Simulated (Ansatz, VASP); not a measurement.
**Two plane-wave programs on TiPt3**

Contents of INCAR:

```
PREC = Accurate
ENCUT = 520
EDIFF = 1E-6
ISMEAR = 0
SIGMA = 0.1
LREAL = False
LASPH = True
NELM = 100
ALGO = Fast
ISIF = 2
LWAVE = False
LCHARG = False
GGA = PS
NBANDS = 29
```

KPOINTS

```
regular mesh
0
Gamma
  12 12 12
```

Contents of POSCAR:

```
TiPt3
1.0
    3.9758310574      0.0000000000      0.0000000000
    0.0000000000      3.9758310574      0.0000000000
    0.0000000000      0.0000000000      3.9758310574
Ti Pt
1 3
Direct
    0.0000000000      0.0000000000      0.0000000000
    0.0000000000      0.5000000000      0.5000000000
    0.5000000000      0.0000000000      0.5000000000
    0.5000000000      0.5000000000      0.0000000000
```

Input for Ansatz:

```yaml
crystal:
  lattice:
    - [3.9758310574, 0.0, 0.0]
    - [0.0, 3.9758310574, 0.0]
    - [0.0, 0.0, 3.9758310574]
  atoms:
    - { symbol: Ti, position: [0.0, 0.0, 0.0] }
    - { symbol: Pt, position: [0.0, 0.5, 0.5] }
    - { symbol: Pt, position: [0.5, 0.0, 0.5] }
    - { symbol: Pt, position: [0.5, 0.5, 0.0] }
basis:
  ecutwfc: 420
kpoints:
  mp_grid: { grid: [12, 12, 12] }
hamiltonian:
  xc: pbesol
scf:
  occupations: { method: gaussian, width: 0.1 }
output:
  forces: true
  stress: true
  eigenvalues: true
```

Alike in both runs: task single point; functional PBEsol; k mesh 12 × 12 × 12; occupations gaussian, width 0.1 eV; no spin polarisation.

```csv
,VASP,Ansatz
version,VASP 6.6.1,Ansatz 0.2.0
potentials or method,"VASP PAW PBE potentials, release 64 (Ti_sv, Pt), cutoff 520 eV","scalar-relativistic, plane waves, PAW"
valence electrons in the cell,42,66
```

Ansatz gave:

- gap on the k mesh at the Fermi level (eV): none
- pressure (GPa): -13.4

**Question.** Estimate VASP's values.

**Answer.** gap on the k mesh at the Fermi level (eV): none; pressure (GPa): -13.7.

VASP's potentials were made for PBE, not for PBEsol. A gap of «none» marks a metal or a gap that the smearing closes. With one functional, cell and mesh, what is left measures potentials, basis and numerics. VASP's potentials hold 42 valence electrons a cell and Ansatz's 66, so a difference there can come from the potentials and not from the codes.

Neither program's run includes spin-orbit coupling.
